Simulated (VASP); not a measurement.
Crystal: Y.

```
Y
1.0
     0.00000    2.54500    2.54500
     2.54500    0.00000    2.54500
     2.54500    2.54500    0.00000
Y
1
Direct
  0.00000 0.00000 0.00000
```

This isn't the form of Y at room conditions, which is hcp.

- Program: VASP 6.6.1
- Task: relaxation of cell and atoms
- Functional: LDA
- Potentials or basis: VASP PAW LDA potentials, release 64 (Y_sv)
- Cutoff: 500 eV
- k mesh: 16 × 16 × 16
- Occupations: methfessel-paxton, width 0.05 eV
- Spin: no spin polarisation

At the start: pressure -4.4 GPa; volume 32.97 Å³/atom.

**Question.** Where does the relaxation end?

**Answer.** Over 3 steps the energy falls by 54.3 meV/atom and the volume is 29.35 Å³/atom (-11.0 %); space group Fm-3m (No. 225, to 0.1 Å) before and after.

Step by step:
| step | energy change (eV) | largest force (eV/Å) | pressure (GPa) | volume (Å³) |
| --- | --- | --- | --- | --- |
| 1 | 0.0000 | 0.0000 | -4.42 | 32.97 |
| 2 | -0.0528 | 0.0000 | 0.90 | 28.82 |
| 3 | -0.0543 | 0.0000 | 0.01 | 29.35 |

Final structure:
```
Y
1.0
     0.00000    2.44822    2.44822
     2.44822    0.00000    2.44822
     2.44822    2.44822    0.00000
Y
1
Direct
  0.00000 0.00000 0.00000
```
